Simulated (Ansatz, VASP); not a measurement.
## As: VASP beside Ansatz

The input INCAR:

```
SYSTEM = As
ALGO     = Normal         ! electronic algorithm
EDIFF    = 1E-7           ! SCF threshold, eV
ENCUT    = 520            ! plane-wave cutoff, eV
GGA      = PE             ! functional
ISIF     = 2              ! what is computed and relaxed
ISMEAR   = -1             ! smearing method
LASPH    = .TRUE.         ! aspherical terms in the spheres
LCHARG   = .FALSE.        ! write CHGCAR
LREAL    = .FALSE.        ! projectors in reciprocal space
LWAVE    = .FALSE.        ! write WAVECAR
NBANDS   = 12             ! bands
NELM     = 100            ! most SCF steps
PREC     = Accurate       ! precision mode
SIGMA    = 0.08           ! smearing width, eV
```

KPOINTS

```
k-points
0
G
  13 13 13
  0 0 0
```

File POSCAR:

```
As
1.0
    0.0000000000      2.2499723120      2.2499723120
    2.2499723120      0.0000000000      2.2499723120
    2.2499723120      2.2499723120      0.0000000000
As
2
Direct
   -0.1250000000     -0.1250000000     -0.1250000000
    0.1250000000      0.1250000000      0.1250000000
```

Input for Ansatz:

```yaml
crystal:
  lattice:
    - [0.0, 2.249972312, 2.249972312]
    - [2.249972312, 0.0, 2.249972312]
    - [2.249972312, 2.249972312, 0.0]
  atoms:
    - { symbol: As, position: [-0.125, -0.125, -0.125] }
    - { symbol: As, position: [0.125, 0.125, 0.125] }
kpoints:
  mp_grid: { grid: [13, 13, 13] }
scf:
  occupations: { method: fermi_dirac, width: 0.08 }
hamiltonian:
  xc: pbe
  pseudopotentials: { kind: all_electron, datasets: crystal }
output:
  forces: true
  stress: true
  eigenvalues: true
```

Change from the starting cell: volume scaled by 0.4, crystal datasets.

Alike in both runs: task single point; functional PBE; k mesh 13 × 13 × 13; occupations fermi-dirac, width 0.08 eV; no spin polarisation.

|  | VASP | Ansatz |
| --- | --- | --- |
| version | VASP 6.6.1 | Ansatz 0.2.0 |
| potentials or method | VASP PAW PBE potentials, release 64 (As), cutoff 520 eV | all-electron PAW with datasets made for the crystal, scalar-relativistic |

|  | VASP | Ansatz | Ansatz less VASP |
| --- | --- | --- | --- |
| pressure (GPa) | 268.7 | 259.7 | -8.94 |

Both programs put the cell under a high pressure, so it lies far from rest at this level. Ansatz ran all-electron here, and VASP with PAW potentials.

Noted on VASP's run: the cell as given lies far from equilibrium.
